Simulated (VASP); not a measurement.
Input of a VASP 6.6.1 run:

File INCAR:

```
SYSTEM = Au
PREC     = Accurate       ! precision mode
ENCUT    = 500            ! plane-wave cutoff, eV
EDIFF    = 1E-6           ! SCF threshold, eV
ISMEAR   = -1             ! smearing method
SIGMA    = 0.1            ! smearing width, eV
LREAL    = .False.        ! projectors in reciprocal space
LASPH    = .True.         ! aspherical terms in the spheres
NELM     = 200            ! most SCF steps
ALGO     = Normal         ! electronic algorithm
ISIF     = 2              ! what is computed and relaxed
LWAVE    = .False.        ! write WAVECAR
LCHARG   = .False.        ! write CHGCAR
ISPIN    = 2              ! spin polarisation
MAGMOM   = 0              ! initial moments
LORBIT   = 11             ! projections on sites
LMAXMIX  = 4              ! l up to which the mixer works
GGA      = LIBXC          ! functional
LIBXC1   = GGA_X_PBE    
LIBXC2   = LDA_C_PW     
NBANDS   = 16             ! bands
GGA_COMPAT= .False.
```

Contents of KPOINTS:

```
Automatic mesh
0
Gamma
  11 11 11
  0 0 0
```

Contents of POSCAR:

```
Au
1.0
    0.0000000000      2.0350000000      2.0350000000
    2.0350000000      0.0000000000      2.0350000000
    2.0350000000      2.0350000000      0.0000000000
Au
1
Direct
    0.0000000000      0.0000000000      0.0000000000
```

Potentials or basis: VASP PAW PBE potentials, release 64 (Au).

Launch:

```bash
$ cat potpaw_PBE.64/Au/POTCAR > POTCAR
$ mpirun -np 1 vasp_std > vasp.out
```

**Question.** Predict the pressure.

**Answer.** 27.7 GPa.

**Question.** What does it give for the net moment?

**Answer.** 0.00 μB per cell.

Caveat: the cell stands under pressure; the PAW data sets were made with another functional, which shifts forces and pressure a little.
